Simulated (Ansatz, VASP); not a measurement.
Two plane-wave programs on K

```xyz
1
Lattice="-2.5409 2.5409 2.5409 2.5409 -2.5409 2.5409 2.5409 2.5409 -2.5409" Properties=species:S:1:pos:R:3 pbc="T T T"
K     0.0000    0.0000    0.0000
```

Alike in both runs: task single point; functional PBEsol; k mesh 14 × 14 × 14; occupations fermi-dirac, width 0.1 eV; no spin polarisation.

|  | VASP | Ansatz |
| --- | --- | --- |
| version | VASP 6.6.1 | Ansatz 0.2.0 |
| potentials or method | VASP PAW PBE potentials, release 64 (K_sv), cutoff 520 eV | plane waves (420 eV) with PAW, scalar-relativistic |
| valence electrons in the cell | 9 | 9 |

|  | VASP | Ansatz | Ansatz less VASP |
| --- | --- | --- | --- |
| pressure (GPa) | 0.3 | 0.3 | +0.01 |

VASP's potentials were made for PBE, not for PBEsol, and Ansatz warns of the same on its side.
